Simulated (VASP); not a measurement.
# LiBr (Fm-3m) in VASP: further runs

The runs below take LiBr through single point, relaxation of cell and atoms, with PBEsol.

Everything below comes from runs of VASP 6.6.1. Logs are shortened: lines on timing, memory, paths and dates and some standing lists are left out, and cuts for length are marked.

### 1 The cell of the first run

The structure is cubic, space group Fm-3m (No. 225). The conventional cell has a = 5.351 Å, b = 5.351 Å, c = 5.351 Å, α = 90.00°, β = 90.00°, γ = 90.00°. Within 3.5 Å of Li (site symmetry m-3m) lie 6 Br at 2.68 Å. Within 3.5 Å of Br (site symmetry m-3m) lie 6 Li at 2.68 Å.

### 2 Single point, PBEsol

Contents of INCAR:

```
ALGO = Normal
EDIFF = 1E-6
ENCUT = 750
GGA = PS
GGA_COMPAT = F
ISIF = 2
ISMEAR = 0
LASPH = T
LCHARG = F
LREAL = F
LWAVE = F
NBANDS = 12
NELM = 120
PREC = Accurate
SIGMA = 0.01
```

Contents of KPOINTS:

```
k-points
0
Gamma
  8 8 8
```

Contents of POSCAR:

```
LiBr
1.0
    0.0000000000      2.6754474949      2.6754474949
    2.6754474949      0.0000000000      2.6754474949
    2.6754474949      2.6754474949      0.0000000000
Li Br
1 1
Direct
    0.0000000000      0.0000000000      0.0000000000
    0.5000000000      0.5000000000      0.5000000000
```

Potentials or basis: VASP PAW PBE potentials, release 64 (Li_sv, Br).

Started as:

```console
$ cat potpaw_PBE.64/Li_sv/POTCAR potpaw_PBE.64/Br/POTCAR > POTCAR
$ mpirun -np 1 vasp_std > vasp.out
```

OUTCAR:

```text
EDIFF = 1E-6
   ENCUT = 750
   GGA = PS
   ISIF = 2
   ISMEAR = 0
   LASPH = T
   LREAL = F
   NELM = 120
   PREC = Accurate

 ion  position               nearest neighbor table
   1  0.000  0.000  0.000-   2 2.68   2 2.68   2 2.68   2 2.68   2 2.68   2 2.68
   2  0.500  0.500  0.500-   1 2.68   1 2.68   1 2.68   1 2.68   1 2.68   1 2.68

  LATTYP: Found a face centered cubic cell.
 ALAT       =     5.3508949898

  Lattice vectors:

 A1 = (   0.0000000000,   2.6754474949,   2.6754474949)
 A2 = (   2.6754474949,   0.0000000000,   2.6754474949)
 A3 = (   2.6754474949,   2.6754474949,   0.0000000000)

Analysis of symmetry for initial positions (statically):
[... 5 lines left out ...]
 face centered cubic supercell.

 Subroutine GETGRP returns: Found 48 space group operations
 (whereof 48 operations were pure point group operations)
 out of a pool of 48 trial point group operations.

The static configuration has the point symmetry O_h .

Analysis of symmetry for dynamics (positions and initial velocities):
[... 5 lines left out ...]
 face centered cubic supercell.

 Subroutine GETGRP returns: Found 48 space group operations
 (whereof 48 operations were pure point group operations)
 out of a pool of 48 trial point group operations.

The dynamic configuration has the point symmetry O_h .

 Subroutine INISYM returns: Found 48 space group operations
 (whereof 48 operations are pure point group operations),
 and found     1 'primitive' translations

----------------------------------------------------------------------------------------

                                     Primitive cell

  volume of cell :      38.3018

  direct lattice vectors                    reciprocal lattice vectors
     0.000000000  2.675447495  2.675447495    -0.186884624  0.186884624  0.186884624
     2.675447495  0.000000000  2.675447495     0.186884624 -0.186884624  0.186884624
     2.675447495  2.675447495  0.000000000     0.186884624  0.186884624 -0.186884624

  length of vectors
     3.783654133  3.783654133  3.783654133     0.323693664  0.323693664  0.323693664

  position of ions in fractional coordinates (direct lattice)
     0.000000000  0.000000000  0.000000000
     0.500000000  0.500000000  0.500000000

  ion indices of the primitive-cell ions
   primitive index   ion index
                 1           1
                 2           2

----------------------------------------------------------------------------------------

 KPOINTS: k-points

Automatic generation of k-mesh.
 Grid dimensions read from file:
 generate k-points for:    8    8    8

 Generating k-lattice:

  Cartesian coordinates                     Fractional coordinates (reciprocal lattice)
    -0.023360578  0.023360578  0.023360578     0.125000000  0.000000000  0.000000000
     0.023360578 -0.023360578  0.023360578     0.000000000  0.125000000  0.000000000
     0.023360578  0.023360578 -0.023360578     0.000000000  0.000000000  0.125000000

  Length of vectors
     0.040461708  0.040461708  0.040461708

  Shift w.r.t. Gamma in fractional coordinates (k-lattice)
     0.000000000  0.000000000  0.000000000

 Subroutine IBZKPT returns following result:
 ===========================================

 Found     29 irreducible k-points:

 Following reciprocal coordinates:
            Coordinates               Weight
  0.000000  0.000000  0.000000      1.000000
  0.125000  0.000000  0.000000      8.000000
  0.250000  0.000000  0.000000      8.000000
  0.375000  0.000000  0.000000      8.000000
  0.500000  0.000000  0.000000      4.000000
  0.125000  0.125000  0.000000      6.000000
[... 16 lines left out ...]
  0.500000  0.250000  0.125000     48.000000
 -0.375000  0.250000  0.125000     24.000000
 [... further k-points ...]
   k-points           NKPTS =     29   k-points in BZ     NKDIM =     29   number of bands    NBANDS=     12
   number of dos      NEDOS =    301   number of ions     NIONS =      2
   total plane-waves  NPLWV =  46656
   dimension x,y,z NGX =    36 NGY =   36 NGZ =   36
   dimension x,y,z NGXF=    72 NGYF=   72 NGZF=   72
   ions per type =               1   1
   NGX,Y,Z   is equivalent  to a cutoff of  15.82, 15.82, 15.82 a.u.
   NGXF,Y,Z  is equivalent  to a cutoff of  31.64, 31.64, 31.64 a.u.
 SYSTEM =  unknown system
   PREC   = accura    normal or accurate (medium, high low for compatibility)
   ISTART =      0    job   : 0-new  1-cont  2-samecut
   ICHARG =      2    charge: 1-file 2-atom 10-const
   ISPIN  =      1    spin polarized calculation?
   LNONCOLLINEAR =      F non collinear calculations
   LSORBIT =      F    spin-orbit coupling
   LASPH  =      T    aspherical Exc in radial PAW
   ENCUT  =  750.0 eV  55.12 Ry    7.42 a.u.   8.45  8.45  8.45*2*pi/ulx,y,z
   NELM   =    120;   NELMIN=  2; NELMDL= -5     # of ELM steps
   EDIFF  = 0.1E-05   stopping-criterion for ELM
   LREAL  =      F    real-space projection
   EDIFFG = 0.1E-04   stopping-criterion for IOM
   NSW    =      0    number of steps for IOM
   IBRION =     -1    ionic relax: 0-MD 1-quasi-New 2-CG
   NFREE  =      0    steps in history (QN), initial steepest desc. (CG)
   ISIF   =      2    stress and relaxation
   ISYM   =      2    0-nonsym 1-usesym 2-fastsym
   POTIM  = 0.5000    time-step for ionic-motion
   TEBEG  =    0.0;   TEEND  =   0.0 temperature during run
   PSTRESS=    0.0 pullay stress
   NELECT =      10.0000    total number of electrons
   NUPDOWN=      -1.0000    fix difference up-down
   EMIN   =  10.00;   EMAX   =-10.00  energy-range for DOS
   EFERMI =   0.00;   METHOD = LEGACY
   ISMEAR =     0;   SIGMA  =   0.01  broadening in eV -4-tet -1-fermi 0-gaus
   EFERMI_NEDOS =   21; number of points for ismear=-14 and -15
   IALGO  =     38    algorithm
   IMIX   =      4    mixing-type and parameters
     AMIX     =   0.40;   BMIX     =  1.00
     AMIX_MAG =   1.60;   BMIX_MAG =  1.00
  volume/ion in A,a.u.               =      19.15       129.24
  Fermi-wavevector in a.u.,A,eV,Ry     =   1.046329  1.977276 14.895727  1.094805
  Thomas-Fermi vector in A             =   2.181163
   LORBIT       =      0    0 simple, 1 ext, 2 COOP (PROOUT), +10 PAW based schemes
   GGA     = PS    functional components
   LHFCALC =     F    Hartree Fock is set to
   AEXX    =    0.0000 exact exchange contribution
   IVDW    =     0    specifies the selected vdW correction
   LEPSILON=     F    determine dielectric tensor
   LRPA    =     F    only Hartree local field effects (RPA)
 non-spin polarized calculation
 Gauss-broadening in eV      SIGMA  =   0.01
  energy-cutoff  :      750.00
  volume of cell :       38.30
 maximum number of plane-waves:      1812
 NGX is ok and might be reduce to    36
   NGX = 17   NGY = 17   NGZ = 17

 number of electron      10.0000001 magnetization

 Free energy of the ion-electron system (eV)
  ---------------------------------------------------
  ext. energy  EPLUGINS =         0.00000000
  ---------------------------------------------------
  free energy    TOTEN  =        -6.93102201 eV

  energy without entropy =       -6.93102201  energy(sigma->0) =       -6.93102201

 E-fermi :   1.0271     XC(G=0):  -8.9361

 val. band max:        0.8448448207   @ k =   0.0000   0.0000   0.0000
 cond. band min:       5.9921706155   @ k =   0.0000   0.0000   0.0000
 fundamental gap:      5.1473257948
 Fermi energy:         1.0271174034

 k-point     1 :       0.0000    0.0000    0.0000
  band No.  band energies     occupation
      1     -42.7195      2.00000
      2     -12.9181      2.00000
      3       0.8448      2.00000
      4       0.8448      2.00000
      5       0.8448      2.00000
      6       5.9922      0.00000
      7      11.2897      0.00000
      8      11.2897      0.00000
      9      11.2897      0.00000
     10      13.3660      0.00000
     11      13.3660      0.00000
     12      13.3660      0.00000

 k-point     2 :       0.1250    0.0000    0.0000
  band No.  band energies     occupation
      1     -42.7192      2.00000
      2     -12.8407      2.00000
      3       0.1717      2.00000
      4       0.7945      2.00000
      5       0.7945      2.00000
      6       6.5380      0.00000
      7      10.5681      0.00000
      8      11.1821      0.00000
      9      11.1821      0.00000
     10      12.3435      0.00000
     11      12.3435      0.00000
     12      13.7098      0.00000

 k-point     3 :       0.2500    0.0000    0.0000
  band No.  band energies     occupation
      1     -42.7186      2.00000
      2     -12.6430      2.00000
      3      -1.0739      2.00000
      4       0.6808      2.00000
      5       0.6808      2.00000
      6       6.8811      0.00000
      7      10.0345      0.00000
      8      10.0345      0.00000
      9      10.8033      0.00000
     10      13.2933      0.00000
     11      13.2933      0.00000
     12      14.0979      0.00000

 k-point     4 :       0.3750    0.0000    0.0000
  band No.  band energies     occupation
      1     -42.7180      2.00000
      2     -12.4271      2.00000
      3      -2.0767      2.00000
      4       0.5773      2.00000
      5       0.5773      2.00000
      6       6.5291      0.00000
      7       9.1713      0.00000
      8       9.1713      0.00000
      9      12.3919      0.00000
     10      14.5589      0.00000
     11      15.1772      0.00000
     12      15.1772      0.00000

 k-point     5 :       0.5000    0.0000    0.0000
  band No.  band energies     occupation
      1     -42.7177      2.00000
      2     -12.3313      2.00000
      3      -2.4544      2.00000
      4       0.5371      2.00000
      5       0.5371      2.00000
      6       6.3384      0.00000
      7       8.8738      0.00000
      8       8.8738      0.00000
      9      13.3550      0.00000
     10      15.0607      0.00000
     11      16.9801      0.00000
     12      16.9801      0.00000

 k-point     6 :       0.1250    0.1250    0.0000
  band No.  band energies     occupation
      1     -42.7191      2.00000
      2     -12.8142      2.00000
      3       0.2358      2.00000
      4       0.6143      2.00000
      5       0.6143      2.00000
      6       6.8573      0.00000
      7      10.2236      0.00000
      8      10.7166      0.00000
      9      11.4546      0.00000
     10      11.4546      0.00000
     11      14.2825      0.00000
     12      14.2825      0.00000

 k-point     7 :       0.2500    0.1250    0.0000
  band No.  band energies     occupation
      1     -42.7186      2.00000
      2     -12.6541      2.00000
      3      -0.7369      2.00000
      4       0.4170      2.00000
      5       0.4954      2.00000
      6       7.5642      0.00000
      7       9.5654      0.00000
      8       9.7981      0.00000
      9      11.0891      0.00000
     10      12.2231      0.00000
     11      14.3083      0.00000
     12      14.9439      0.00000

 k-point     8 :       0.3750    0.1250    0.0000
  band No.  band energies     occupation
      1     -42.7180      2.00000
      2     -12.4391      2.00000
      3      -1.7622      2.00000
      4       0.2697      2.00000
      5       0.3146      2.00000
      6       7.3629      0.00000
      7       8.9079      0.00000
      8      10.1119      0.00000
      9      10.9118      0.00000
     10      13.6161      0.00000
     11      15.7098      0.00000
     12      15.8932      0.00000
[... 166 lines left out ...]
 k-point    20 :      -0.3750    0.3750    0.0000
  band No.  band energies     occupation
      1     -42.7172      2.00000
      2     -12.1126      2.00000
      3      -2.0521      2.00000
      4      -1.3008      2.00000
      5      -0.1644      2.00000
      6       7.4166      0.00000
      7       9.6515      0.00000
      8      11.3438      0.00000
      9      11.7770      0.00000
     10      13.2203      0.00000
     11      16.5173      0.00000
     12      17.9957      0.00000

 k-point    21 :       0.5000    0.5000    0.0000
  band No.  band energies     occupation
      1     -42.7171      2.00000
      2     -12.0855      2.00000
      3      -2.4945      2.00000
      4      -0.4857      2.00000
      5      -0.4857      2.00000
      6       7.1174      0.00000
      7       7.6366      0.00000
      8      13.0396      0.00000
      9      13.7477      0.00000
     10      13.7477      0.00000
     11      17.0002      0.00000
     12      18.8151      0.00000

 k-point    22 :       0.3750    0.2500    0.1250
  band No.  band energies     occupation
      1     -42.7181      2.00000
      2     -12.4820      2.00000
      3      -1.3023      2.00000
      4      -0.2194      2.00000
      5       0.4290      2.00000
      6       8.2661      0.00000
      7       8.9969      0.00000
      8       9.3343      0.00000
      9      11.2957      0.00000
     10      12.5384      0.00000
     11      15.8771      0.00000
     12      16.1561      0.00000

 k-point    23 :       0.5000    0.2500    0.1250
  band No.  band energies     occupation
      1     -42.7176      2.00000
      2     -12.2966      2.00000
      3      -1.8920      2.00000
      4      -0.6273      2.00000
      5       0.2359      2.00000
      6       8.0782      0.00000
      7       8.7823      0.00000
      8      10.0281      0.00000
      9      11.1965      0.00000
     10      13.8321      0.00000
     11      16.5949      0.00000
     12      17.0543      0.00000

 k-point    24 :      -0.3750    0.2500    0.1250
  band No.  band energies     occupation
      1     -42.7174      2.00000
      2     -12.2154      2.00000
      3      -2.1496      2.00000
      4      -0.7378      2.00000
      5       0.1272      2.00000
      6       7.8878      0.00000
      7       8.7501      0.00000
      8      10.1611      0.00000
      9      11.9047      0.00000
     10      14.6330      0.00000
     11      15.2049      0.00000
     12      17.8963      0.00000

 [... further k-points ...]
[... 5 lines left out ...]
  --------------------------------------------------------------------------------------
  -------------------------------------------------------------------------------------
  Total        0.2440609      0.2440609      0.2440609      0.0000000      0.0000000      0.0000000
  in kB       10.2091480     10.2091480     10.2091480      0.0000000      0.0000000      0.0000000
  external PRESSURE =      10.2091480 kB  Pullay stress =       0.0000000 kB

 VOLUME and BASIS-vectors are now :
 -----------------------------------------------------------------------------
  energy-cutoff  :      750.00
  volume of cell :       38.30
      direct lattice vectors                 reciprocal lattice vectors
     0.000000000  2.675447495  2.675447495    -0.186884624  0.186884624  0.186884624
     2.675447495  0.000000000  2.675447495     0.186884624 -0.186884624  0.186884624
     2.675447495  2.675447495  0.000000000     0.186884624  0.186884624 -0.186884624

 POSITION                                       TOTAL-FORCE (eV/Angst)
 -----------------------------------------------------------------------------------
      0.00000      0.00000      0.00000         0.000000      0.000000     -0.000000
      2.67545      2.67545      2.67545        -0.000000     -0.000000      0.000000
 -----------------------------------------------------------------------------------
    total drift:                                0.000000      0.000000      0.000000

  FREE ENERGIE OF THE ION-ELECTRON SYSTEM (eV)
  ---------------------------------------------------
  free  energy   TOTEN  =        -6.9310220066 eV

  energy  without entropy=       -6.9310220066  energy(sigma->0) =       -6.93102201
```

It took 9.3 s on 1 thread of Intel Xeon 6975P-C (Granite Rapids), shared host; peak memory 0.2 GiB.

What came out:

- Free energy: -6.9310 eV
- Pressure: 1.0 GPa
- Band gap on the k mesh: 5.15 eV, direct

Caveat: the PAW data sets were made with another functional, which shifts forces and pressure a little.

### 3 Relaxation of cell and atoms, PBEsol, target pressure 1 GPa, at which the enthalpy is minimised

This run uses another cell than the first one, of 19.82 Å³/atom, 1.035 times its volume.

Contents of INCAR:

```
PREC = Accurate
ENCUT = 750
EDIFF = 1E-7
ISMEAR = 0
SIGMA = 0.01
LREAL = F
LASPH = T
NELM = 120
ALGO = Normal
ISIF = 3
LWAVE = F
LCHARG = F
GGA = PS
IBRION = 2
NSW = 100
EDIFFG = -0.002
PSTRESS = 10.0
GGA_COMPAT = F
NELMIN = 4
```

Contents of KPOINTS:

```
regular mesh
0
Gamma
  8 8 8
```

Contents of POSCAR:

```
LiBr
1.0
    0.0000000000      2.7061276536      2.7061276536
    2.7061276536      0.0000000000      2.7061276536
    2.7061276536      2.7061276536      0.0000000000
Li Br
1 1
Direct
    0.0000000000      0.0000000000      0.0000000000
    0.5000000000      0.5000000000      0.5000000000
```

Potentials or basis: VASP PAW PBE potentials, release 64 (Li_sv, Br).

Started as:

```console
$ cat potpaw_PBE.64/Li_sv/POTCAR potpaw_PBE.64/Br/POTCAR > POTCAR
$ mpirun -np 1 vasp_std > vasp.out
```

Run time: 20 s. Hardware: 1 thread of Intel Xeon 6975P-C (Granite Rapids), shared host; peak memory 0.21 GiB.

It converged, with:

```
Free energy                                            : -6.9316 eV
Relaxed volume                                         : 19.17 Å³/atom
Relaxed cell                                           : a = 3.785 Å, b = 3.785 Å, c = 3.785 Å, α = 60.00°, β = 60.00°, γ = 60.00°
Space group after relaxing (to 0.05 Å)                 : Fm-3m (No. 225)
Energy change on relaxing (the enthalpy is what falls) : +1.8 meV/atom
Ionic steps                                            : 3
Pressure after relaxing                                : 1.0 GPa
Band gap on the k mesh                                 : 5.14 eV, direct
```

The path:
```csv
step,energy change (eV),largest force (eV/Å),pressure (GPa),volume (Å³)
1,0.0000,0.0000,-0.05,39.63
2,0.0011,0.0000,0.52,38.89
3,0.0037,0.0000,0.99,38.34
```

Final structure:
```xyz
2
Lattice="0.0000 2.6763 2.6763 2.6763 0.0000 2.6763 2.6763 2.6763 0.0000" Properties=species:S:1:pos:R:3 pbc="T T T"
Li    0.0000    0.0000    0.0000
Br    2.6763    2.6763    2.6763
```

Levels at points of the mesh, in eV from the valence-band top:
```csv
k point,band 3,band 4,band 5,band 6,band 7,band 8
"(0.00, 0.00, 0.00)",0.00,0.00,0.00,5.14,10.44,10.44
"(0.50, 0.00, 0.00)",-3.30,-0.31,-0.31,5.49,8.03,8.03
"(0.50, 0.50, 0.00)",-3.33,-1.33,-1.33,6.27,6.79,12.19
```

Caveat: the cell is relaxed towards a set pressure, so the enthalpy falls and the energy may rise; the PAW data sets were made with another functional, which shifts forces and pressure a little. As with any semilocal functional, this PBEsol gap is likely too small.
